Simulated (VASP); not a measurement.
The system is TlCl.

```
Tl Cl
1.0
     3.91776    0.00000    0.00000
     0.00000    3.91776    0.00000
     0.00000    0.00000    3.91776
Tl Cl
1 1
Direct
  0.00000 0.00000 0.00000
  0.50000 0.50000 0.50000
```

- Program: VASP 6.6.1
- Task: relaxation of cell and atoms
- Functional: PBE
- Dispersion: D4
- Potentials or basis: VASP PAW PBE potentials, release 64 (Tl_d, Cl)
- Cutoff: 500 eV
- k mesh: 6 × 6 × 6
- Occupations: fermi-dirac, width 0.02 eV
- Spin: no spin polarisation

At the start: pressure 10.0 GPa; volume 30.07 Å³/atom.

Question: Where does the relaxation end?

Answer: Over 9 steps the energy falls by 21.0 meV/atom and the volume is 30.81 Å³/atom (+2.5 %); space group Pm-3m (No. 221, to 0.05 Å).

The path:
```tsv
step	energy change (eV)	largest force (eV/Å)	pressure (GPa)	volume (Å³)
1	0.0000	0.0000	10.03	60.13
2	0.3261	0.0000	-4.32	78.05
3	0.1498	0.0000	-3.90	71.27
4	0.0677	0.0000	-3.36	67.62
5	-0.0127	0.0000	-3.18	63.80
6	-0.0409	0.0000	-1.05	61.95
7	-0.0403	0.0000	1.70	61.26
8	-0.0420	0.0000	-0.23	61.69
9	-0.0421	0.0000	0.02	61.62
```

Final structure:
```yaml
crystal:
  lattice:
    - [3.94982, 0.00000, 0.00000]
    - [0.00000, 3.94982, 0.00000]
    - [0.00000, 0.00000, 3.94982]
  atoms:
    - { symbol: Tl, position: [0.00000, 0.00000, 0.00000] }
    - { symbol: Cl, position: [0.50000, 0.50000, 0.50000] }
```
